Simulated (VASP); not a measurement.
A run of VASP 6.6.1 is set up as follows.

Contents of INCAR:

```
  PREC = Accurate
  ENCUT = 500
  EDIFF = 1E-7
  ISMEAR = 0
  SIGMA = 0.1
  LREAL = False
  LASPH = True
  NELM = 120
  ALGO = Normal
  ISIF = 3
  LWAVE = False
  LCHARG = False
  GGA = PS
  IBRION = 2
  NSW = 100
  EDIFFG = -0.01
  GGA_COMPAT = False
  NELMIN = 4
```

Contents of KPOINTS:

```
regular mesh
0
Gamma
  24 24 24
```

The input POSCAR:

```
Al
1.0
    0.0000000000      2.0036604128      2.0339235057
    1.9872032019      0.0000000000      2.0339235057
    1.9872032019      2.0036604128      0.0000000000
Al
1
Direct
    0.5000000000      0.5000000000      0.5000000000
```

Potentials or basis: VASP PAW PBE potentials, release 64 (Al).

Run with:

```bash
$ cat potpaw_PBE.64/Al/POTCAR > POTCAR
$ mpirun -np 1 vasp_std > vasp.out
```

Task: Predict the space group after relaxing (to 0.1 Å).

Result: Fm-3m (No. 225).

Task: Estimate the band gap on the k mesh.

Result: Zero (an odd number of electrons rules out a gap without spin polarisation).

Final structure:
```yaml
crystal:
  lattice:
    - [0.00000, 2.01203, 2.00426]
    - [2.00562, 0.00000, 2.00426]
    - [2.00562, 2.01203, 0.00000]
  atoms:
    - { symbol: Al, position: [0.50000, 0.50000, 0.50000] }
```
